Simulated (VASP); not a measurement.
# Be3S5: relaxation of cell and atoms with PBE

Be3S5:

```
CELL_PARAMETERS angstrom
5.25296 0.00000 0.00000
0.00000 5.25296 0.00000
0.00000 0.00000 5.25296
ATOMIC_POSITIONS crystal
Be 0.50000 0.00000 0.00000
Be 0.00000 0.50000 0.00000
Be 0.00000 0.00000 0.50000
S 0.00000 0.50000 0.50000
S 0.50000 0.00000 0.50000
S 0.50000 0.50000 0.00000
S 0.00000 0.00000 0.00000
S 0.50000 0.50000 0.50000
```

* Program: VASP 6.6.1
* Task: relaxation of cell and atoms
* Functional: PBE
* Potentials or basis: VASP PAW PBE potentials, release 64 (Be, S)
* Cutoff: 600 eV
* k mesh: 3 × 3 × 3
* Occupations: gaussian, width 0.2 eV
* Spin: no spin polarisation
* Dipole correction: no
* Further INCAR settings: ALGO = Normal; EDIFF = 1e-07; IBRION = 2; EDIFFG = -0.08; NSW = 36; ISIF = 3

```json
{
 "Relaxed volume": "13.65 Å³/atom",
 "Relaxed cell": "a = 4.779 Å, b = 4.779 Å, c = 4.779 Å, α = 90.00°, β = 90.00°, γ = 90.00°",
 "Space group after relaxing (to 0.05 Å)": "Pm-3m (No. 221)",
 "Energy gained by relaxing": "269.4 meV/atom",
 "Ionic steps": "3",
 "Pressure after relaxing": "-0.2 GPa",
 "Band gap on the k mesh": "zero (band 18 reaches 7.81 eV, above the bottom of band 19 at 7.28 eV)"
}
```

The path:
| step | energy change (eV) | largest force (eV/Å) | pressure (GPa) | volume (Å³) |
| --- | --- | --- | --- | --- |
| 1 | 0.0000 | 0.0000 | -15.02 | 144.95 |
| 2 | -2.1286 | 0.0000 | -2.60 | 112.16 |
| 3 | -2.1552 | 0.0000 | -0.19 | 109.17 |

Final structure:
```
CELL_PARAMETERS angstrom
4.77937 0.00000 0.00000
0.00000 4.77937 0.00000
0.00000 0.00000 4.77937
ATOMIC_POSITIONS crystal
Be 0.50000 0.00000 0.00000
Be 0.00000 0.50000 0.00000
Be 0.00000 0.00000 0.50000
S 0.00000 0.50000 0.50000
S 0.50000 0.00000 0.50000
S 0.50000 0.50000 0.00000
S 0.00000 0.00000 0.00000
S 0.50000 0.50000 0.50000
```

Levels at points of the mesh, in eV from the Fermi level:
```csv
k point,band 14,band 15,band 16,band 17,band 18,band 19,band 20,band 21,band 22,band 23
"(0.00, 0.00, 0.00)",-4.41,-2.08,-2.08,-2.08,-0.51,-0.51,2.22,2.57,2.57,2.57
```

It took 30 s on 1 thread of Intel(R) Xeon(R) 6975P-C (Granite Rapids), on a shared host, peak memory 0.25 GiB.

Caveat: the k points lie up to 0.44 Å⁻¹ apart in the final cell; the volume moved by over 15 % at a fixed basis, so the end points are rough.
